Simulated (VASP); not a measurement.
## W3C: single point with PBE

System: W3C, a slab with vacuum.

```xyz
4
Lattice="2.8546 0.0000 0.0000 -1.4273 2.4722 0.0000 0.0000 0.0000 21.6971" Properties=species:S:1:pos:R:3 pbc="T T T"
W     1.4273    0.8241    4.0000
W     0.0000    1.6481    6.3486
W     0.0000    0.0000    8.6971
C     1.4273   -0.8241   10.8071
```

```yaml
Program: VASP 6.6.1
Task: single point
Functional: PBE
Potentials_or_basis: VASP PAW PBE potentials, release 64 (W_sv, C)
Cutoff: 520 eV
k_mesh: 9 × 9 × 1
Occupations: gaussian, width 0.1 eV
Spin: no spin polarisation
```

| Property | Result |
| --- | --- |
| Largest force | 2.740 eV/Å |
| Band gap on the k mesh | zero (bands 23 and 24 overlap by 0.83 eV) |

Forces on the atoms (eV/Å):
```
W    0.000  0.000 -0.142
W    0.000  0.000 -0.110
W    0.000  0.000  2.740
C    0.000  0.000 -2.488
```

Levels at points of the mesh, in eV from the Fermi level:
| k point | band 19 | band 20 | band 21 | band 22 | band 23 | band 24 | band 25 | band 26 | band 27 | band 28 |
| --- | --- | --- | --- | --- | --- | --- | --- | --- | --- | --- |
| (0.00, 0.00, 0.00) | -0.89 | -0.51 | -0.51 | -0.22 | -0.22 | 0.07 | 0.07 | 0.25 | 2.23 | 2.23 |

Wall time 3 min on 1 thread of Intel Xeon 8259CL, on a shared host, peak memory 0.3 GiB.

Caveat: spin-orbit coupling is left out, which moves the levels of the heavy elements.
